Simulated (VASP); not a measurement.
Runs of VASP 6.6.1 on Ir. The structure is that of space group P6_3/mmc (No. 194), or close to it. The cells are those of the table. This isn't the form of Ir at room conditions, which is fcc.

```csv
potentials or basis,cell,cutoff (eV),gap on the mesh (eV),pressure (GPa)
"VASP PAW PBE potentials, release 64 (Ir)","a = 2.971, b = 2.971, c = 4.641 Å, angles 90.0, 90.0, 120.0°, 2 atoms",520,none,(a)
"VASP PAW PBE potentials, release 64 (Ir_sv_GW)","a = 2.531, b = 2.531, c = 4.105 Å, angles 90.0, 90.0, 120.0°, 2 atoms",550,none,144.3
"VASP PAW PBE potentials, release 64 (Ir)","a = 2.971, b = 2.971, c = 4.819 Å, angles 90.0, 90.0, 120.0°, 2 atoms",520,none,-48.3
"VASP PAW PBE potentials, release 64 (Ir)","a = 2.861, b = 2.861, c = 4.819 Å, angles 90.0, 90.0, 120.0°, 2 atoms",520,none,-40.9
```

Alike in all rows: task single point; level r2SCAN; no spin polarisation; k mesh 18 × 18 × 12; smearing gaussian 0.15 eV.

Q: Fill in the values left out.

A: (a) -44.9.

Caveats: the PAW data sets were made with another functional, which shifts forces and pressure a little; spin-orbit coupling is left out, which moves the levels of the heavy elements; the cell stands under tension (at least some runs); the cell stands under pressure (at least some runs).

A k mesh can miss the band edges, and the runs leave out spin-orbit coupling on Ir.

A gap of «none» marks levels without a gap at the run's occupations.

The runs don't all hold the same shells in valence.
